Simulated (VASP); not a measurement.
## La2Y2O: single point with PBE

La2Y2O:

```xyz
5
Lattice="-2.4075 2.4075 5.9203 2.4075 -2.4075 5.9203 2.4075 2.4075 -5.9203" Properties=species:S:1:pos:R:3 pbc="T T T"
La    0.0000    0.0000    2.6779
La    0.0000    0.0000    9.1628
Y     0.0000    2.4075    0.0000
Y     2.4075    0.0000    0.0000
O     0.0000    0.0000    0.0000
```

```json
{
 "Program": "VASP 6.6.1",
 "Task": "single point",
 "Functional": "PBE",
 "Potentials or basis": "VASP PAW PBE potentials, release 64 (La, Y_sv, O)",
 "Cutoff": "520 eV",
 "k mesh": "5 × 5 × 5",
 "Occupations": "gaussian, width 0.2 eV",
 "Spin": "no spin polarisation"
}
```

```
Pressure               : -0.6 GPa
Largest force          : 0.041 eV/Å
Band gap on the k mesh : zero (bands 25 and 26 overlap by 0.95 eV)
```

Forces in eV/Å, atoms in the order of the input:
```
La   0.000  0.000  0.041
La   0.000  0.000 -0.041
Y    0.000  0.000  0.000
Y    0.000  0.000  0.000
O    0.000  0.000  0.000
```

Stress tensor (GPa, compression positive):
```
-0.46  0.00  0.00
 0.00 -0.46  0.00
 0.00  0.00 -0.74
```

Levels at points of the mesh, in eV from the Fermi level:
```
           k point  band 22  band 23  band 24  band 25  band 26  band 27  band 28  band 29
(0.00, 0.00, 0.00)    -1.60    -1.30    -0.95     0.30     0.30     0.56     0.74     0.74
```

Run time: 6 min on 1 thread of Intel(R) Xeon(R) 6975P-C (Granite Rapids), on a shared host, peak memory 0.45 GiB.

Caveat: spin-orbit coupling is left out, which moves the levels of the heavy elements.
